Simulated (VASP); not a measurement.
# SnO (P2_1/m) in VASP: a series of runs

The runs below take SnO through single point, with PBEsol+D3(BJ).

All numbers are computed with VASP 6.6.1; they aren't measurements. Logs are shortened: lines on timing, memory, paths and dates and some standing lists are left out, and cuts for length are marked.

**1. The cell of the first run**

The structure is monoclinic, space group P2_1/m (No. 11). The conventional cell has a = 3.804 Å, b = 3.802 Å, c = 4.838 Å, α = 90.00°, β = 93.58°, γ = 90.00°. Sn (site symmetry m) has 4 O at 2.16 to 2.29 Å within 2.9 Å. Within 2.9 Å of O (site symmetry m) lie 4 Sn at 2.16 to 2.29 Å and 4 O at 2.69 Å.

**2. Single point, PBEsol+D3(BJ) (strain +0.0625 x Voigt [0, 0, 0, 1, 0, 0])**

The input, INCAR:

```
SYSTEM = SnO
PREC = Accurate
ENCUT = 520
EDIFF = 1E-6
ISMEAR = 0
SIGMA = 0.15
LREAL = .FALSE.
LASPH = .TRUE.
NELM = 80
ALGO = Normal
ISIF = 2
LWAVE = .FALSE.
LCHARG = .TRUE.
GGA = PS
IVDW = 12
LELF = .TRUE.
LVHAR = .TRUE.
NBANDS = 28
```

The input, KPOINTS:

```
Automatic mesh
0
G
  12 12 10
  0 0 0
```

The input, POSCAR:

```
SnO
1.0
    3.8020000000      0.0000000000      0.0000000000
    0.0000000000      3.8020000000      0.1188125000
    0.0000000000      0.1511250000      4.8360000000
Sn O
2 2
Direct
    0.0000000000      0.5000000000      0.2385000000
    0.5000000000      0.0000000000      0.7615000000
    0.0000000000      0.0000000000      0.0000000000
    0.5000000000      0.5000000000      0.0000000000
```

Potentials or basis: VASP PAW PBE potentials, release 64 (Sn_d, O).

Started as:

```
cat potpaw_PBE.64/Sn_d/POTCAR potpaw_PBE.64/O/POTCAR > POTCAR
mpirun -np 1 vasp_std > vasp.out
```

OUTCAR:

```text
SYSTEM = SnO
   PREC = Accurate
   ENCUT = 520
   EDIFF = 1E-6
   ISMEAR = 0
   LREAL = .FALSE.
   LASPH = .TRUE.
   NELM = 80
   ISIF = 2
   GGA = PS
   IVDW = 12
 IVDW          = 12

 ion  position               nearest neighbor table
   1  0.000  0.500  0.239-   3 2.16   4 2.22   4 2.22   3 2.29   2 3.47   2 3.47   2 3.61   2 3.61
                             2 3.62   2 3.62
   2  0.500  0.000  0.761-   4 2.16   3 2.22   3 2.22   4 2.29   1 3.47   1 3.47   1 3.61   1 3.61
                             1 3.62   1 3.62
   3  0.000  0.000  0.000-   1 2.16   2 2.22   2 2.22   1 2.29
   4  0.500  0.500  0.000-   2 2.16   1 2.22   1 2.22   2 2.29

  LATTYP: Found a simple monoclinic cell.
 ALAT       =     3.8038559923
 B/A-ratio  =     0.9995120761
 C/A-ratio  =     1.2719621252
 COS(beta)  =    -0.0624390244

  Lattice vectors:

 A1 = (   0.0000000000,   3.8020000000,   0.1188125000)
 A2 = (   3.8020000000,   0.0000000000,   0.0000000000)
 A3 = (   0.0000000000,  -0.1511250000,  -4.8360000000)

Analysis of symmetry for initial positions (statically):
=====================================================================
 Subroutine PRICEL returns:
 Original cell was already a primitive cell.

 Routine SETGRP: Setting up the symmetry group for a
 simple monoclinic supercell.

 Subroutine GETGRP returns: Found  4 space group operations
 (whereof  2 operations were pure point group operations)
 out of a pool of  4 trial point group operations.

The static configuration has the point symmetry C_1h.
 The point group associated with its full space group is C_2h.

Analysis of symmetry for dynamics (positions and initial velocities):
=====================================================================
 Subroutine PRICEL returns:
 Original cell was already a primitive cell.

 Routine SETGRP: Setting up the symmetry group for a
 simple monoclinic supercell.

 Subroutine GETGRP returns: Found  4 space group operations
 (whereof  2 operations were pure point group operations)
 out of a pool of  4 trial point group operations.

The dynamic configuration has the point symmetry C_1h.
 The point group associated with its full space group is C_2h.

 Subroutine INISYM returns: Found  4 space group operations
 (whereof  2 operations are pure point group operations),
 and found     1 'primitive' translations

----------------------------------------------------------------------------------------

                                     Primitive cell

  volume of cell :      69.8371

  direct lattice vectors                    reciprocal lattice vectors
     3.802000000  0.000000000  0.000000000     0.263019463  0.000000000  0.000000000
     0.000000000  3.802000000  0.118812500     0.000000000  0.263276569 -0.008227393
     0.000000000  0.151125000  4.836000000     0.000000000 -0.006468269  0.206984598

  length of vectors
     3.802000000  3.803855992  4.838360752     0.263019463  0.263405091  0.207085640

  position of ions in fractional coordinates (direct lattice)
     0.000000000  0.500000000  0.238500000
     0.500000000  0.000000000  0.761500000
     0.000000000  0.000000000  0.000000000
     0.500000000  0.500000000  0.000000000

  ion indices of the primitive-cell ions
   primitive index   ion index
                 1           1
                 2           2
                 3           3
                 4           4

----------------------------------------------------------------------------------------

 KPOINTS: Automatic mesh

Automatic generation of k-mesh.
 Grid dimensions read from file:
 generate k-points for:   12   12   10

 Generating k-lattice:

  Cartesian coordinates                     Fractional coordinates (reciprocal lattice)
     0.021918289  0.000000000  0.000000000     0.083333333  0.000000000  0.000000000
     0.000000000  0.021939714 -0.000685616     0.000000000  0.083333333  0.000000000
     0.000000000 -0.000646827  0.020698460     0.000000000  0.000000000  0.100000000

  Length of vectors
     0.021918289  0.021950424  0.020708564

  Shift w.r.t. Gamma in fractional coordinates (k-lattice)
     0.000000000  0.000000000  0.000000000

 Subroutine IBZKPT returns following result:
 ===========================================

 Found    434 irreducible k-points:

 Following reciprocal coordinates:
            Coordinates               Weight
  0.000000  0.000000  0.000000      1.000000
  0.083333  0.000000  0.000000      2.000000
  0.166667  0.000000  0.000000      2.000000
  0.250000  0.000000  0.000000      2.000000
  0.333333  0.000000  0.000000      2.000000
  0.416667  0.000000  0.000000      2.000000
[... 16 lines left out ...]
  0.083333  0.250000  0.000000      4.000000
  0.166667  0.250000  0.000000      4.000000
 [... further k-points ...]
   k-points           NKPTS =    434   k-points in BZ     NKDIM =    434   number of bands    NBANDS=     28
   number of dos      NEDOS =    301   number of ions     NIONS =      4
   total plane-waves  NPLWV =  28224
   dimension x,y,z NGX =    28 NGY =   28 NGZ =   36
   dimension x,y,z NGXF=    56 NGYF=   56 NGZF=   72
   ions per type =               2   2
   NGX,Y,Z   is equivalent  to a cutoff of  12.24, 12.24, 12.37 a.u.
   NGXF,Y,Z  is equivalent  to a cutoff of  24.49, 24.47, 24.74 a.u.
 SYSTEM =  SnO
   PREC   = accura    normal or accurate (medium, high low for compatibility)
   ISTART =      0    job   : 0-new  1-cont  2-samecut
   ICHARG =      2    charge: 1-file 2-atom 10-const
   ISPIN  =      1    spin polarized calculation?
   LNONCOLLINEAR =      F non collinear calculations
   LSORBIT =      F    spin-orbit coupling
   LASPH  =      T    aspherical Exc in radial PAW
   ENCUT  =  520.0 eV  38.22 Ry    6.18 a.u.   7.07  7.07  9.00*2*pi/ulx,y,z
   NELM   =     80;   NELMIN=  2; NELMDL= -5     # of ELM steps
   EDIFF  = 0.1E-05   stopping-criterion for ELM
   LREAL  =      F    real-space projection
   EDIFFG = 0.1E-04   stopping-criterion for IOM
   NSW    =      0    number of steps for IOM
   IBRION =     -1    ionic relax: 0-MD 1-quasi-New 2-CG
   NFREE  =      0    steps in history (QN), initial steepest desc. (CG)
   ISIF   =      2    stress and relaxation
   ISYM   =      2    0-nonsym 1-usesym 2-fastsym
   POTIM  = 0.5000    time-step for ionic-motion
   TEBEG  =    0.0;   TEEND  =   0.0 temperature during run
   PSTRESS=    0.0 pullay stress
   NELECT =      40.0000    total number of electrons
   NUPDOWN=      -1.0000    fix difference up-down
   EMIN   =  10.00;   EMAX   =-10.00  energy-range for DOS
   EFERMI =   0.00;   METHOD = LEGACY
   ISMEAR =     0;   SIGMA  =   0.15  broadening in eV -4-tet -1-fermi 0-gaus
   EFERMI_NEDOS =   21; number of points for ismear=-14 and -15
   IALGO  =     38    algorithm
   IMIX   =      4    mixing-type and parameters
     AMIX     =   0.40;   BMIX     =  1.00
     AMIX_MAG =   1.60;   BMIX_MAG =  1.00
  volume/ion in A,a.u.               =      17.46       117.82
  Fermi-wavevector in a.u.,A,eV,Ry     =   1.359563  2.569202 25.149177  1.848412
  Thomas-Fermi vector in A             =   2.486300
   LORBIT       =      0    0 simple, 1 ext, 2 COOP (PROOUT), +10 PAW based schemes
   GGA     = PS    functional components
   LHFCALC =     F    Hartree Fock is set to
   AEXX    =    0.0000 exact exchange contribution
   IVDW    =    12    specifies the selected vdW correction
   LEPSILON=     F    determine dielectric tensor
   LRPA    =     F    only Hartree local field effects (RPA)
 non-spin polarized calculation
 Gauss-broadening in eV      SIGMA  =   0.15
  energy-cutoff  :      520.00
  volume of cell :       69.84
 maximum number of plane-waves:      1900
   NGX = 15   NGY = 15   NGZ = 17

 number of electron      39.9999991 magnetization

 Free energy of the ion-electron system (eV)
  ---------------------------------------------------
  ext. energy  EPLUGINS =         0.00000000
  ---------------------------------------------------
  free energy    TOTEN  =       -24.16566540 eV

  energy without entropy =      -24.16417878  energy(sigma->0) =      -24.16492209

 E-fermi :   7.1689     XC(G=0): -10.5004

 val. band max:        7.1001441206   @ k =   0.5000   0.5000   0.0000
 cond. band min:       7.2113772080   @ k =   0.4167   0.5000   0.0000
 fundamental gap:      0.1112330874
 Fermi energy:         7.1689362170

 k-point     1 :       0.0000    0.0000    0.0000
  band No.  band energies     occupation
      1     -14.8808      2.00000
      2     -14.4401      2.00000
      3     -14.4226      2.00000
      4     -14.4136      2.00000
      5     -14.3685      2.00000
      6     -14.3665      2.00000
[... 20 lines left out ...]
     27      13.8804      0.00000
     28      14.3443      0.00000

 k-point     2 :       0.0833    0.0000    0.0000
  band No.  band energies     occupation
      1     -14.8771      2.00000
      2     -14.4402      2.00000
      3     -14.4210      2.00000
      4     -14.4151      2.00000
      5     -14.3693      2.00000
      6     -14.3637      2.00000
[... 20 lines left out ...]
     27      14.2009      0.00000
     28      14.7622      0.00000

 k-point     3 :       0.1667    0.0000    0.0000
  band No.  band energies     occupation
      1     -14.8664      2.00000
      2     -14.4649      2.00000
      3     -14.4182      2.00000
      4     -14.4163      2.00000
      5     -14.3747      2.00000
      6     -14.3713      2.00000
[... 20 lines left out ...]
     27      14.3608      0.00000
     28      16.0244      0.00000

 k-point     4 :       0.2500    0.0000    0.0000
  band No.  band energies     occupation
      1     -14.8494      2.00000
      2     -14.5397      2.00000
      3     -14.4107      2.00000
      4     -14.4085      2.00000
      5     -14.3781      2.00000
      6     -14.3739      2.00000
[... 578 lines left out ...]
     27      14.2321      0.00000
     28      17.3827      0.00000

 k-point    23 :       0.0833    0.2500    0.0000
  band No.  band energies     occupation
      1     -14.8497      2.00000
      2     -14.5500      2.00000
      3     -14.4133      2.00000
      4     -14.3935      2.00000
      5     -14.3910      2.00000
      6     -14.3711      2.00000
[... 20 lines left out ...]
     27      14.8017      0.00000
     28      16.9246      0.00000

 k-point    24 :       0.1667    0.2500    0.0000
  band No.  band energies     occupation
      1     -14.8458      2.00000
      2     -14.5895      2.00000
      3     -14.4166      2.00000
      4     -14.3924      2.00000
      5     -14.3825      2.00000
      6     -14.3715      2.00000
[... 20 lines left out ...]
     27      15.5652      0.00000
     28      15.8532      0.00000

 [... further k-points ...]

------------------------ aborting loop because EDIFF is reached ----------------------------------------

 Edisp (eV)   -0.86475

 E8    (eV) :    -0.5720

  FORCE on cell =-STRESS in cart. coord.  units (eV):
  Direction    XX          YY          ZZ          XY          YZ          ZX
  --------------------------------------------------------------------------------------
  -------------------------------------------------------------------------------------
  Total      -0.68432    -0.40490    -0.75087     0.00000    -1.47030     0.00000
  in kB     -15.69944    -9.28900   -17.22614     0.00000   -33.73116     0.00000
  external pressure =      -14.07 kB  Pullay stress =        0.00 kB

 VOLUME and BASIS-vectors are now :
 -----------------------------------------------------------------------------
  energy-cutoff  :      520.00
  volume of cell :       69.84
      direct lattice vectors                 reciprocal lattice vectors
     3.802000000  0.000000000  0.000000000     0.263019463  0.000000000  0.000000000
     0.000000000  3.802000000  0.118812500     0.000000000  0.263276569 -0.008227393
     0.000000000  0.151125000  4.836000000     0.000000000 -0.006468269  0.206984598

 POSITION                                       TOTAL-FORCE (eV/Angst)
 -----------------------------------------------------------------------------------
      0.00000      1.93704      1.21279         0.000000     -0.380208      0.219240
      1.90100      0.11508      3.68261         0.000000      0.380208     -0.219240
      0.00000      0.00000      0.00000         0.000000      0.240653     -0.049442
      1.90100      1.90100      0.05941         0.000000     -0.240653      0.049442
 -----------------------------------------------------------------------------------
    total drift:                                0.000000      0.000000      0.000000

  FREE ENERGIE OF THE ION-ELECTRON SYSTEM (eV)
  ---------------------------------------------------
  free  energy   TOTEN  =       -25.0304144978 eV

  energy  without entropy=      -25.0289278839  energy(sigma->0) =      -25.02967119
```

Run time: 4.9 min. Hardware: 1 thread of AMD EPYC 9R45 (Zen 5), shared host; peak memory 0.68 GiB.

What came out:

```
Free energy                : -25.0304 eV
Pressure                   : -1.4 GPa
Largest force              : 0.439 eV/Å
Dispersion energy per atom : -0.216 eV
```

Forces on the atoms (eV/Å):
```
Sn   0.000 -0.380  0.219
Sn   0.000  0.380 -0.219
O    0.000  0.241 -0.049
O    0.000 -0.241  0.049
```

Stress tensor (GPa, compression positive):
```
-1.57  0.00  0.00
 0.00 -0.93 -3.37
 0.00 -3.37 -1.72
```

Caveat: the cell differs from its parent crystal (strain +0.0625 x Voigt [0, 0, 0, 1, 0, 0]); the PAW data sets were made with another functional, which shifts forces and pressure a little; spin-orbit coupling is left out, which moves the levels of the heavy elements.

**3. Single point, PBEsol+D3(BJ) (strain -0.1000 x Voigt [0, 0, 0, 1, 0, 0])**

The input, INCAR:

```
SYSTEM = SnO
ALGO = Normal ; EDIFF = 1E-6
ENCUT = 520 ; GGA = PS
ISIF = 2 ; ISMEAR = 0
IVDW = 12 ; LASPH = .TRUE.
LCHARG = .FALSE. ; LREAL = .FALSE.
LWAVE = .FALSE. ; NBANDS = 28
NELM = 80 ; PREC = Accurate
SIGMA = 0.15
```

The input, KPOINTS:

```
k-points
0
G
  12 12 10
  0 0 0
```

Edit POSCAR of step 2 so:

```diff
@@ -3,4 +3,4 @@
     3.8020000000      0.0000000000      0.0000000000
-    0.0000000000      3.8020000000      0.1188125000
-    0.0000000000      0.1511250000      4.8360000000
+    0.0000000000      3.8020000000     -0.1901000000
+    0.0000000000     -0.2418000000      4.8360000000
 Sn O
```

Potentials or basis: VASP PAW PBE potentials, release 64 (Sn_d, O).

Started as:

```
cat potpaw_PBE.64/Sn_d/POTCAR potpaw_PBE.64/O/POTCAR > POTCAR
mpirun -np 1 vasp_std > vasp.out
```

Run time: 4.8 min. Hardware: 1 thread of Intel Xeon 6975P-C (Granite Rapids), shared host; peak memory 0.71 GiB.

It converged, with:

* Free energy: -24.9588 eV
* Pressure: -0.7 GPa
* Largest force: 0.713 eV/Å
* Dispersion energy per atom: -0.217 eV

Forces in eV/Å, atoms in the order of the input:
```
Sn   0.000  0.634  0.327
Sn   0.000 -0.634 -0.327
O    0.000 -0.407 -0.126
O    0.000  0.407  0.126
```

Stress tensor (GPa, compression positive):
```
-1.30  0.00  0.00
 0.00  0.35  5.46
 0.00  5.46 -1.05
```

Levels at points of the mesh, in eV from the Fermi level:
```
           k point  band 16  band 17  band 18  band 19  band 20  band 21  band 22  band 23  band 24  band 25
(0.00, 0.00, 0.00)    -6.47    -3.66    -3.33    -3.32    -0.09     1.93     3.92     4.53     4.59     5.27
(0.50, 0.00, 0.00)    -5.25    -4.98    -4.98    -2.87    -2.87     3.03     3.03     5.61     5.61     5.94
(0.00, 0.50, 0.00)    -5.16    -5.13    -4.90    -3.05    -2.56     2.57     3.58     5.28     5.41     6.20
(0.50, 0.50, 0.00)    -5.36    -2.67    -2.67    -2.04    -2.04    -0.02    -0.02     4.29     4.29     6.95
(0.00, 0.00, 0.50)    -3.72    -3.36    -3.35    -3.18    -2.35     1.32     2.76     3.10     3.51     7.23
(0.50, 0.00, 0.50)    -5.69    -4.99    -4.99    -1.86    -1.86     2.45     2.45     5.18     5.18     6.75
(0.00, 0.50, 0.50)    -5.63    -5.15    -4.85    -2.27    -1.46     1.92     2.98     5.15     5.39     6.00
(0.50, 0.50, 0.50)    -5.80    -2.83    -2.83    -2.67    -2.67     2.19     2.19     3.79     3.79     5.56
```

Caveat: the cell differs from its parent crystal (strain -0.1000 x Voigt [0, 0, 0, 1, 0, 0]); the PAW data sets were made with another functional, which shifts forces and pressure a little; spin-orbit coupling is left out, which moves the levels of the heavy elements.

(Part 1 of 2 ends here.)
